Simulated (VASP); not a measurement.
# Cd3O: relaxation of shape and atoms at fixed volume with PBE

Cd3O:

```xyz
8
Lattice="5.3851 0.0000 0.0000 -2.6926 4.6637 0.0000 0.0000 0.0000 6.4296" Properties=species:S:1:pos:R:3 pbc="T T T"
Cd    1.8599    0.0000    1.6074
Cd   -0.9299    1.6107    1.6074
Cd    1.7626    3.0530    1.6074
Cd    3.5253    0.0000    4.8222
Cd   -1.7626    3.0530    4.8222
Cd    0.9299    1.6107    4.8222
O     0.0000    0.0000    0.0000
O     0.0000    0.0000    3.2148
```

```json
{"Program": "VASP 6.6.1", "Task": "relaxation of shape and atoms at fixed volume", "Functional": "PBE", "Potentials or basis": "VASP PAW PBE potentials, release 64 (Cd, O)", "Cutoff": "600 eV", "k mesh": "6 × 6 × 6", "Occupations": "gaussian, width 0.1 eV", "Spin": "no spin polarisation", "Dipole correction": "no", "Further INCAR settings": "ALGO = Fast; EDIFF = 1e-06; IBRION = 2; EDIFFG = -0.01; NSW = 50; ISIF = 4"}
```

* Energy gained by relaxing: 0.2 meV/atom
* Ionic steps: 3
* Pressure after relaxing: -2.8 GPa
* Band gap on the k mesh: zero (bands 42 and 43 overlap by 3.18 eV)

Forces in eV/Å, atoms in the order of the input:
```
Cd   0.003  0.000  0.000
Cd  -0.001  0.002  0.000
Cd  -0.001 -0.002  0.000
Cd  -0.003  0.000  0.000
Cd   0.001 -0.002  0.000
Cd   0.001  0.002  0.000
O    0.000  0.000  0.000
O    0.000  0.000  0.000
```

The path:
```
step  energy change (eV)  largest force (eV/Å)  pressure (GPa)  volume (Å³)
   1              0.0000                0.0578           -2.93       161.48
   2             -0.0012                0.0337           -2.86       161.48
   3             -0.0018                0.0028           -2.76       161.48
```

Final structure:
```yaml
crystal:
  lattice:
    - [5.37567, 0.00000, 0.00000]
    - [-2.68784, 4.65547, 0.00000]
    - [0.00000, 0.00000, 6.45225]
  atoms:
    - { symbol: Cd, position: [0.34407, 0.00000, 0.25000] }
    - { symbol: Cd, position: [0.00000, 0.34407, 0.25000] }
    - { symbol: Cd, position: [0.65593, 0.65593, 0.25000] }
    - { symbol: Cd, position: [0.65593, 0.00000, 0.75000] }
    - { symbol: Cd, position: [0.00000, 0.65593, 0.75000] }
    - { symbol: Cd, position: [0.34407, 0.34407, 0.75000] }
    - { symbol: O, position: [0.00000, 0.00000, 0.00000] }
    - { symbol: O, position: [0.00000, 0.00000, 0.50000] }
```

Levels at points of the mesh, in eV from the Fermi level:
```
           k point  band 38  band 39  band 40  band 41  band 42  band 43  band 44  band 45  band 46  band 47
(0.00, 0.00, 0.00)    -2.65    -2.24    -1.31    -0.80     0.48     0.48     0.80     3.32     3.49     3.49
(0.50, 0.00, 0.00)    -2.85    -2.36    -2.18    -1.63    -0.41     0.45     1.14     1.69     1.87     1.98
(0.00, 0.00, 0.50)    -3.36    -2.81    -2.81     1.40     1.40     1.40     1.40     1.76     1.76     3.49
(0.50, 0.00, 0.50)    -3.57    -2.17    -2.17    -1.46    -1.46     1.37     1.37     2.27     2.27     4.32
```

It took 19 min on 1 thread of Oxide Virtual Turin-like Processor (shared host), peak memory 0.45 GiB.
